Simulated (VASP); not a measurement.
Set up this calculation in VASP 6.6.1, as the native input.

```
Task                   : single point
Functional             : r2SCAN
Dispersion             : rVV10
Potentials or basis    : VASP PAW PBE potentials, release 64 (Zn, O_h)
Cutoff                 : 1480 eV
k mesh                 : 9 × 9 × 5
Occupations            : gaussian, width 0.1 eV
Spin                   : no spin polarisation
Dipole correction      : no
Further INCAR settings : ALGO = Normal; EDIFF = 1e-06; NBANDS = 26
```

ZnO:

```
CELL_PARAMETERS angstrom
3.24931 0.00000 0.00000
-1.62465 2.81398 0.00000
0.00000 0.00000 5.20571
ATOMIC_POSITIONS crystal
Zn 0.66667 0.33333 0.00000
Zn 0.33333 0.66667 0.50000
O 0.33333 0.66667 0.87901
O 0.66667 0.33333 0.37901
```

The input as run:

POSCAR

```
ZnO
1.0
    3.2493080000      0.0000000000      0.0000000000
   -1.6246540000      2.8139832727      0.0000000000
    0.0000000000      0.0000000000      5.2057090000
Zn O
2 2
Direct
    0.6666666667      0.3333333333      0.0000000000
    0.3333333333      0.6666666667      0.5000000000
    0.3333333333      0.6666666667      0.8790100000
    0.6666666667      0.3333333333      0.3790100000
```

INCAR.step1

```
PREC = Accurate
ENCUT = 1480
ISMEAR = 0
SIGMA = 0.1
LREAL = False
LASPH = True
NELM = 120
NBANDS = 26
GGA = PE
ALGO = Normal
EDIFF = 1E-5
LWAVE = True
LCHARG = False
GGA_COMPAT = False
```

INCAR.step2

```
PREC = Accurate
ENCUT = 1480
EDIFF = 1E-6
ISMEAR = 0
SIGMA = 0.1
LREAL = False
LASPH = True
NELM = 120
ALGO = Normal
ISIF = 2
LWAVE = False
LCHARG = True
METAGGA = R2SCAN
LMIXTAU = True
LUSE_VDW = True
IVDW_NL = 2
BPARAM = 11.95
CPARAM = 0.0093
LELF = True
LVHAR = True
NBANDS = 26
ISTART = 1
GGA_COMPAT = False
```

KPOINTS

```
Automatic mesh
0
Gamma
  9 9 5
```

Potentials or basis: VASP PAW PBE potentials, release 64 (Zn, O_h).

Run with:

```console
$ cat potpaw_PBE.64/Zn/POTCAR potpaw_PBE.64/O_h/POTCAR > POTCAR
$ cp INCAR.step1 INCAR
$ mpirun -np 1 vasp_std > vasp.out
$ cp INCAR.step2 INCAR
$ mpirun -np 1 vasp_std > vasp.out
```

Results of the run:

| Quantity | Value |
| --- | --- |
| Pressure | -1.5 GPa |
| Largest force | 0.073 eV/Å |
| Band gap on the k mesh | 1.18 eV |

Caveat: the PAW data sets were made with another functional, which shifts forces and pressure a little.

Run time: 20 min on 1 thread of Intel(R) Xeon(R) Platinum 8375C CPU @ 2.90GHz (Ice Lake) (shared host), peak memory 0.91 GiB.
